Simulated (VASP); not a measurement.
# Al2Cu (P4/mmm) in VASP: further runs

Runs on Al2Cu. Level: PBE+D3(BJ). Tasks: single point, relaxation of cell and atoms.

Everything below comes from runs of VASP 6.6.1. Logs are shortened: lines on timing, memory, paths and dates and some standing lists are left out, and cuts for length are marked.

### Step 1. The cell of the first run

The structure is tetragonal, space group P4/mmm (No. 123). Conventional cell: a = 4.105 Å, b = 4.105 Å, c = 2.891 Å, α = 90.00°, β = 90.00°, γ = 90.00°. Within 3.3 Å of Al (site symmetry mmm) lie 4 Cu at 2.51 Å and 6 Al at 2.89 to 2.90 Å. Within 3.3 Å of Cu (site symmetry 4/mmm) lie 8 Al at 2.51 Å and 2 Cu at 2.89 Å.

### Step 2. Single point, PBE+D3(BJ)

The input, INCAR:

```
PREC = Accurate
ENCUT = 520
EDIFF = 1E-6
ISMEAR = 0
SIGMA = 0.1
LREAL = False
LASPH = True
NELM = 60
ALGO = Fast
ISIF = 2
LWAVE = False
LCHARG = False
GGA = PE
IVDW = 12
NBANDS = 16
```

The input, KPOINTS:

```
Automatic mesh
0
Gamma
  4 4 6
```

The input, POSCAR:

```
Al2Cu
1.0
    4.1051820000      0.0000000000      0.0000000000
    0.0000000000      4.1051820000      0.0000000000
    0.0000000000      0.0000000000      2.8913130000
Al Cu
2 1
Direct
    0.5000000000      0.0000000000      0.5000000000
    0.0000000000      0.5000000000      0.5000000000
    0.0000000000      0.0000000000      0.0000000000
```

Potentials or basis: VASP PAW PBE potentials, release 64 (Al, Cu).

On the command line:

```
$ cat potpaw_PBE.64/Al/POTCAR potpaw_PBE.64/Cu/POTCAR > POTCAR
$ mpirun -np 1 vasp_std > vasp.out
```

OUTCAR:

```text
PREC = Accurate
   ENCUT = 520
   EDIFF = 1E-6
   ISMEAR = 0
   LREAL = False
   LASPH = True
   NELM = 60
   ISIF = 2
   GGA = PE
   IVDW = 12
 IVDW          = 12

 ion  position               nearest neighbor table
   1  0.500  0.000  0.500-   3 2.51   3 2.51   3 2.51   3 2.51   2 2.90   2 2.90   2 2.90   2 2.90

   2  0.000  0.500  0.500-   3 2.51   3 2.51   3 2.51   3 2.51   1 2.90   1 2.90   1 2.90   1 2.90

   3  0.000  0.000  0.000-   1 2.51   2 2.51   1 2.51   2 2.51   2 2.51   2 2.51   1 2.51   1 2.51

  LATTYP: Found a simple tetragonal cell.
 ALAT       =     4.1051820000
 C/A-ratio  =     0.7043081159

  Lattice vectors:

 A1 = (   4.1051820000,   0.0000000000,   0.0000000000)
 A2 = (   0.0000000000,   4.1051820000,   0.0000000000)
 A3 = (   0.0000000000,   0.0000000000,   2.8913130000)

Analysis of symmetry for initial positions (statically):
=====================================================================
 Subroutine PRICEL returns:
 Original cell was already a primitive cell.

 Routine SETGRP: Setting up the symmetry group for a
 simple tetragonal supercell.

 Subroutine GETGRP returns: Found 16 space group operations
 (whereof 16 operations were pure point group operations)
 out of a pool of 16 trial point group operations.

The static configuration has the point symmetry D_4h.

Analysis of symmetry for dynamics (positions and initial velocities):
=====================================================================
 Subroutine PRICEL returns:
 Original cell was already a primitive cell.

 Routine SETGRP: Setting up the symmetry group for a
 simple tetragonal supercell.

 Subroutine GETGRP returns: Found 16 space group operations
 (whereof 16 operations were pure point group operations)
 out of a pool of 16 trial point group operations.

The dynamic configuration has the point symmetry D_4h.

 Subroutine INISYM returns: Found 16 space group operations
 (whereof 16 operations are pure point group operations),
 and found     1 'primitive' translations

----------------------------------------------------------------------------------------

                                     Primitive cell

  volume of cell :      48.7259

  direct lattice vectors                    reciprocal lattice vectors
     4.105182000  0.000000000  0.000000000     0.243594559  0.000000000  0.000000000
     0.000000000  4.105182000  0.000000000     0.000000000  0.243594559  0.000000000
     0.000000000  0.000000000  2.891313000     0.000000000  0.000000000  0.345863627

  length of vectors
     4.105182000  4.105182000  2.891313000     0.243594559  0.243594559  0.345863627

  position of ions in fractional coordinates (direct lattice)
     0.500000000  0.000000000  0.500000000
     0.000000000  0.500000000  0.500000000
     0.000000000  0.000000000  0.000000000

  ion indices of the primitive-cell ions
   primitive index   ion index
                 1           1
                 2           2
                 3           3

----------------------------------------------------------------------------------------

 KPOINTS: Automatic mesh

Automatic generation of k-mesh.
 Grid dimensions read from file:
 generate k-points for:    4    4    6

 Generating k-lattice:

  Cartesian coordinates                     Fractional coordinates (reciprocal lattice)
     0.060898640  0.000000000  0.000000000     0.250000000  0.000000000  0.000000000
     0.000000000  0.060898640  0.000000000     0.000000000  0.250000000  0.000000000
     0.000000000  0.000000000  0.057643938     0.000000000  0.000000000  0.166666667

  Length of vectors
     0.060898640  0.060898640  0.057643938

  Shift w.r.t. Gamma in fractional coordinates (k-lattice)
     0.000000000  0.000000000  0.000000000

 Subroutine IBZKPT returns following result:
 ===========================================

 Found     24 irreducible k-points:

 Following reciprocal coordinates:
            Coordinates               Weight
  0.000000  0.000000  0.000000      1.000000
  0.250000  0.000000  0.000000      4.000000
  0.500000  0.000000  0.000000      2.000000
  0.250000  0.250000  0.000000      4.000000
  0.500000  0.250000  0.000000      4.000000
  0.500000  0.500000  0.000000      1.000000
[... 16 lines left out ...]
  0.500000  0.250000  0.500000      4.000000
  0.500000  0.500000  0.500000      1.000000
   k-points           NKPTS =     24   k-points in BZ     NKDIM =     24   number of bands    NBANDS=     16
   number of dos      NEDOS =    301   number of ions     NIONS =      3
   total plane-waves  NPLWV =  24576
   dimension x,y,z NGX =    32 NGY =   32 NGZ =   24
   dimension x,y,z NGXF=    64 NGYF=   64 NGZF=   48
   ions per type =               2   1
   NGX,Y,Z   is equivalent  to a cutoff of  12.96, 12.96, 13.80 a.u.
   NGXF,Y,Z  is equivalent  to a cutoff of  25.92, 25.92, 27.60 a.u.
 SYSTEM =  unknown system
   PREC   = accura    normal or accurate (medium, high low for compatibility)
   ISTART =      0    job   : 0-new  1-cont  2-samecut
   ICHARG =      2    charge: 1-file 2-atom 10-const
   ISPIN  =      1    spin polarized calculation?
   LNONCOLLINEAR =      F non collinear calculations
   LSORBIT =      F    spin-orbit coupling
   LASPH  =      T    aspherical Exc in radial PAW
   ENCUT  =  520.0 eV  38.22 Ry    6.18 a.u.   7.63  7.63  5.38*2*pi/ulx,y,z
   NELM   =     60;   NELMIN=  2; NELMDL= -5     # of ELM steps
   EDIFF  = 0.1E-05   stopping-criterion for ELM
   LREAL  =      F    real-space projection
   EDIFFG = 0.1E-04   stopping-criterion for IOM
   NSW    =      0    number of steps for IOM
   IBRION =     -1    ionic relax: 0-MD 1-quasi-New 2-CG
   NFREE  =      0    steps in history (QN), initial steepest desc. (CG)
   ISIF   =      2    stress and relaxation
   ISYM   =      2    0-nonsym 1-usesym 2-fastsym
   POTIM  = 0.5000    time-step for ionic-motion
   TEBEG  =    0.0;   TEEND  =   0.0 temperature during run
   PSTRESS=    0.0 pullay stress
   NELECT =      17.0000    total number of electrons
   NUPDOWN=      -1.0000    fix difference up-down
   EMIN   =  10.00;   EMAX   =-10.00  energy-range for DOS
   EFERMI =   0.00;   METHOD = LEGACY
   ISMEAR =     0;   SIGMA  =   0.10  broadening in eV -4-tet -1-fermi 0-gaus
   EFERMI_NEDOS =   21; number of points for ismear=-14 and -15
[... 46 lines left out ...]
      5       3.0933      2.00000
      6       3.0933      2.00000
[... 8 lines left out ...]
     15      14.2548      0.00000
     16      19.5166      0.00000

 k-point     2 :       0.2500    0.0000    0.0000
  band No.  band energies     occupation
      1      -2.8553      2.00000
      2       1.1371      2.00000
      3       2.1791      2.00000
      4       2.7754      2.00000
      5       3.0769      2.00000
      6       3.0957      2.00000
[... 8 lines left out ...]
     15      17.9587      0.00000
     16      18.1478      0.00000

 k-point     3 :       0.5000    0.0000    0.0000
  band No.  band energies     occupation
      1      -1.8154      2.00000
      2      -0.4761      2.00000
      3       2.1889      2.00000
      4       2.6845      2.00000
      5       2.8313      2.00000
      6       3.0607      2.00000
[... 8 lines left out ...]
     15      16.4007      0.00000
     16      18.0408      0.00000

 k-point     4 :       0.2500    0.2500    0.0000
  band No.  band energies     occupation
      1      -2.3354      2.00000
      2       1.2509      2.00000
      3       1.8102      2.00000
      4       2.5868      2.00000
      5       3.0792      2.00000
      6       3.0806      2.00000
[... 8 lines left out ...]
     15      17.9758      0.00000
     16      18.2635      0.00000

 k-point     5 :       0.5000    0.2500    0.0000
  band No.  band energies     occupation
      1      -1.2660      2.00000
      2      -0.0631      2.00000
      3       1.9870      2.00000
      4       2.4298      2.00000
      5       2.8302      2.00000
      6       3.0643      2.00000
[... 8 lines left out ...]
     15      16.6851      0.00000
     16      18.3159      0.00000

 k-point     6 :       0.5000    0.5000    0.0000
  band No.  band energies     occupation
      1       0.0133      2.00000
      2       0.6829      2.00000
      3       0.6829      2.00000
      4       1.7742      2.00000
      5       2.7819      2.00000
      6       2.9514      2.00000
[... 8 lines left out ...]
     15      17.2552      0.00000
     16      17.2552      0.00000

 k-point     7 :       0.0000    0.0000    0.1667
  band No.  band energies     occupation
      1      -2.8706      2.00000
      2       1.8943      2.00000
      3       2.4265      2.00000
      4       2.7280      2.00000
      5       2.7280      2.00000
      6       2.9355      2.00000
[... 8 lines left out ...]
     15      16.5566      0.00000
     16      17.2261      0.00000

 k-point     8 :       0.2500    0.0000    0.1667
  band No.  band energies     occupation
      1      -2.3580      2.00000
      2       1.3896      2.00000
      3       2.3456      2.00000
      4       2.7314      2.00000
      5       2.7403      2.00000
      6       2.8635      2.00000
[... 8 lines left out ...]
     15      17.7163      0.00000
     16      18.5073      0.00000

 k-point     9 :       0.5000    0.0000    0.1667
  band No.  band energies     occupation
      1      -1.3098      2.00000
      2      -0.1013      2.00000
      3       2.3384      2.00000
      4       2.7606      2.00000
      5       2.7922      2.00000
      6       2.8841      2.00000
[... 8 lines left out ...]
     15      17.2019      0.00000
     16      18.7637      0.00000
[... 172 lines left out ...]
 k-point    19 :       0.0000    0.0000    0.5000
  band No.  band energies     occupation
      1       0.6068      2.00000
      2       1.1131      2.00000
      3       2.1290      2.00000
      4       2.1290      2.00000
      5       2.3788      2.00000
      6       3.0683      2.00000
[... 8 lines left out ...]
     15      14.5385      0.00000
     16      15.7168      0.00000

 k-point    20 :       0.2500    0.0000    0.5000
  band No.  band energies     occupation
      1       0.9072      2.00000
      2       1.5429      2.00000
      3       2.1293      2.00000
      4       2.1598      2.00000
      5       2.4892      2.00000
      6       3.0269      2.00000
[... 8 lines left out ...]
     15      14.3241      0.00000
     16      15.5337      0.00000

 k-point    21 :       0.5000    0.0000    0.5000
  band No.  band energies     occupation
      1       1.2824      2.00000
      2       2.0114      2.00000
      3       2.1670      2.00000
      4       2.1910      2.00000
      5       2.9870      2.00000
      6       3.0197      2.00000
[... 8 lines left out ...]
     15      13.7023      0.00000
     16      13.8232      0.00000

 k-point    22 :       0.2500    0.2500    0.5000
  band No.  band energies     occupation
      1       1.1433      2.00000
      2       1.8658      2.00000
      3       2.0050      2.00000
      4       2.5597      2.00000
      5       2.5876      2.00000
      6       2.9709      2.00000
[... 8 lines left out ...]
     15      14.9863      0.00000
     16      15.1586      0.00000

 k-point    23 :       0.5000    0.2500    0.5000
  band No.  band energies     occupation
      1       1.4329      2.00000
      2       1.7311      2.00000
      3       2.4391      2.00000
      4       2.8974      2.00000
      5       2.9993      2.00000
      6       3.0414      2.00000
[... 8 lines left out ...]
     15      16.7637      0.00000
     16      17.0070      0.00000

 k-point    24 :       0.5000    0.5000    0.5000
  band No.  band energies     occupation
      1       1.5966      2.00000
      2       1.5966      2.00000
      3       2.8322      2.00000
      4       2.8941      2.00000
      5       3.2382      2.00000
      6       3.6833      2.00000
[... 8 lines left out ...]
     15      20.1240      0.00000
     16      21.6228      0.00000

------------------------ aborting loop because EDIFF is reached ----------------------------------------

 Edisp (eV)   -1.09374

 E8    (eV) :    -0.4818

  FORCE on cell =-STRESS in cart. coord.  units (eV):
  Direction    XX          YY          ZZ          XY          YZ          ZX
  --------------------------------------------------------------------------------------
  -------------------------------------------------------------------------------------
  Total      -1.34799    -1.34799    -0.29551     0.00000    -0.00000     0.00000
  in kB     -44.32392   -44.32392    -9.71675     0.00000    -0.00000     0.00000
  external pressure =      -32.79 kB  Pullay stress =        0.00 kB

 VOLUME and BASIS-vectors are now :
 -----------------------------------------------------------------------------
  energy-cutoff  :      520.00
  volume of cell :       48.73
      direct lattice vectors                 reciprocal lattice vectors
     4.105182000  0.000000000  0.000000000     0.243594559  0.000000000  0.000000000
     0.000000000  4.105182000  0.000000000     0.000000000  0.243594559  0.000000000
     0.000000000  0.000000000  2.891313000     0.000000000  0.000000000  0.345863627

 POSITION                                       TOTAL-FORCE (eV/Angst)
 -----------------------------------------------------------------------------------
      2.05259      0.00000      1.44566         0.000000      0.000000      0.000000
      0.00000      2.05259      1.44566         0.000000      0.000000      0.000000
      0.00000      0.00000      0.00000         0.000000      0.000000      0.000000
 -----------------------------------------------------------------------------------
    total drift:                               -0.000000     -0.000000      0.000000

  FREE ENERGIE OF THE ION-ELECTRON SYSTEM (eV)
  ---------------------------------------------------
  free  energy   TOTEN  =       -12.3612418229 eV

  energy  without entropy=      -12.3595797007  energy(sigma->0) =      -12.36041076
```

It took 13 s on 1 thread of Intel Xeon 6975P-C (Granite Rapids), shared host; peak memory 0.17 GiB.

What came out:

```yaml
Free_energy: -12.3612 eV
Pressure: -3.3 GPa
Band_gap_on_the_k_mesh: zero (an odd number of electrons rules out a gap without spin polarisation)
Dispersion_energy_per_atom: -0.365 eV
```

Stress tensor (GPa, compression positive):
```
-4.43  0.00  0.00
 0.00 -4.43  0.00
 0.00  0.00 -0.97
```

Caveat: the k points lie up to 0.38 Å⁻¹ apart, too coarse for converged energies and pressures of a metal.

### Step 3. Single point, PBE+D3(BJ)

This run uses another cell than the first one, of 15.67 Å³/atom.

INCAR, as its differences from that of step 2:

```diff
@@ -7,4 +7,4 @@
 LASPH = True
-NELM = 60
-ALGO = Fast
+NELM = 80
+ALGO = Normal
 ISIF = 2
```

The input, KPOINTS:

```
Automatic mesh
0
Gamma
  10 10 14
```

The input, POSCAR:

```
Al2Cu
1.0
    4.0612912874      0.0000000000      0.0000000000
    0.0000000000      4.0612912874      0.0000000000
    0.0000000000      0.0000000000      2.8497509196
Al Cu
2 1
Direct
    0.5000000000      0.0000000000      0.5000000000
    0.0000000000      0.5000000000      0.5000000000
    0.0000000000      0.0000000000      0.0000000000
```

Potentials or basis: VASP PAW PBE potentials, release 64 (Al, Cu).

On the command line:

```
$ cat potpaw_PBE.64/Al/POTCAR potpaw_PBE.64/Cu/POTCAR > POTCAR
$ mpirun -np 1 vasp_std > vasp.out
```

It took 57 s on 1 thread of Intel Xeon 6975P-C (Granite Rapids), shared host; peak memory 0.25 GiB.

It converged, with:

```yaml
Free_energy: -12.4067 eV
Pressure: 0.1 GPa
Band_gap_on_the_k_mesh: zero (an odd number of electrons rules out a gap without spin polarisation)
Dispersion_energy_per_atom: -0.379 eV
```

Levels at points of the mesh, in eV from the Fermi level:
```csv
k point,band 6,band 7,band 8,band 9,band 10,band 11,band 12,band 13
"(0.00, 0.00, 0.00)",-4.13,-2.44,-2.44,0.01,0.91,6.25,6.33,6.33
"(0.50, 0.00, 0.00)",-4.16,-4.13,-1.09,1.59,1.77,2.04,7.67,8.49
"(0.50, 0.50, 0.00)",-4.30,-4.16,-4.16,-2.47,8.63,8.63,9.59,10.18
"(0.00, 0.00, 0.50)",-4.15,-3.04,2.59,2.64,2.64,2.78,2.78,3.17
"(0.50, 0.00, 0.50)",-4.21,-3.13,-2.48,-1.67,3.75,4.06,4.50,5.20
"(0.50, 0.50, 0.50)",-3.54,-2.31,-2.31,-0.90,-0.81,0.05,0.05,2.40
```

### Step 4. Relaxation of cell and atoms, PBE+D3(BJ)

The input, INCAR:

```
SYSTEM = Al2Cu
PREC = Accurate
ENCUT = 600
EDIFF = 1E-7
ISMEAR = 0
SIGMA = 0.1
LREAL = .False.
LASPH = .True.
NELM = 80
ALGO = Fast
ISIF = 3
LWAVE = .False.
LCHARG = .False.
GGA = PE
IVDW = 12
IBRION = 2
NSW = 100
EDIFFG = -0.002
```

The input, KPOINTS:

```
regular mesh
0
Gamma
  10 10 14
  0 0 0
```

The input, POSCAR:

```
Al2Cu
1.0
    4.1051820000      0.0000000000      0.0000000000
    0.0000000000      4.1051820000      0.0000000000
    0.0000000000      0.0000000000      2.8913130000
Al Cu
2 1
Direct
    0.5000000000      0.0000000000      0.5000000000
    0.0000000000      0.5000000000      0.5000000000
    0.0000000000      0.0000000000      0.0000000000
```

On the command line:

```
$ cat potpaw_PBE.64/Al/POTCAR potpaw_PBE.64/Cu/POTCAR > POTCAR
$ mpirun -np 1 vasp_std > vasp.out
```

Wall time 2.9 min (1 thread of Intel Xeon 6975P-C (Granite Rapids), shared host); peak memory 0.3 GiB.

It converged, with:

```yaml
Free_energy: -12.4072 eV
Relaxed_volume: 15.70 Å³/atom
Relaxed_cell: a = 4.064 Å, b = 4.064 Å, c = 2.852 Å, α = 90.00°, β = 90.00°, γ = 90.00°
Space_group_after_relaxing_to_0.1_Å: P4/mmm (No. 123)
Energy_gained_by_relaxing: 5.6 meV/atom
Ionic_steps: 6
Pressure_after_relaxing: 0.0 GPa
Band_gap_on_the_k_mesh: zero (an odd number of electrons rules out a gap without spin polarisation)
Dispersion_energy_per_atom: -0.378 eV
```

Step by step:
```csv
step,energy change (eV),largest force (eV/Å),pressure (GPa),volume (Å³)
1,0.0000,0.0000,-2.94,48.73
2,-0.0155,0.0000,0.97,46.65
3,-0.0167,0.0000,0.09,47.06
4,-0.0167,0.0000,-0.03,47.10
5,-0.0168,0.0000,0.00,47.10
6,-0.0168,0.0000,0.01,47.11
```

Final structure:
```
CELL_PARAMETERS angstrom
4.06382 0.00000 0.00000
0.00000 4.06382 0.00000
0.00000 0.00000 2.85236
ATOMIC_POSITIONS crystal
Al 0.50000 0.00000 0.50000
Al 0.00000 0.50000 0.50000
Cu 0.00000 0.00000 0.00000
```

Levels at points of the mesh, in eV from the Fermi level:
| k point | band 7 | band 8 | band 9 | band 10 | band 11 | band 12 |
| --- | --- | --- | --- | --- | --- | --- |
| (0.00, 0.00, 0.00) | -2.43 | -2.43 | 0.00 | 0.91 | 6.23 | 6.32 |
| (0.50, 0.00, 0.00) | -4.12 | -1.09 | 1.59 | 1.77 | 2.03 | 7.65 |
| (0.50, 0.50, 0.00) | -4.15 | -4.15 | -2.47 | 8.62 | 8.62 | 9.57 |
| (0.00, 0.00, 0.50) | -3.03 | 2.59 | 2.63 | 2.63 | 2.78 | 2.78 |
| (0.50, 0.00, 0.50) | -3.12 | -2.48 | -1.68 | 3.75 | 4.06 | 4.50 |
| (0.50, 0.50, 0.50) | -2.30 | -2.30 | -0.90 | -0.81 | 0.05 | 0.05 |

### Step 5. The runs side by side

| task | cell | k mesh | cutoff (eV) | gap on the mesh (eV) | pressure (GPa) |
| --- | --- | --- | --- | --- | --- |
| single point | a = 4.105, b = 4.105, c = 2.891 Å, 3 atoms | 4 × 4 × 6 | 520 | none | -3.3 |
| single point | a = 4.061, b = 4.061, c = 2.850 Å, 3 atoms | 10 × 10 × 14 | 520 | none | 0.1 |
| relaxation of cell and atoms | relaxed from a = 4.105, b = 4.105, c = 2.891 Å, 3 atoms | 10 × 10 × 14 | 600 | none | 0.0 |

Alike in all rows: level PBE+D3(BJ); potentials or basis VASP PAW PBE potentials, release 64 (Al, Cu); no spin polarisation; smearing gaussian 0.1 eV.

Caveats: some runs use coarse meshes.

Absolute energies hang on the potentials; compare differences alone.
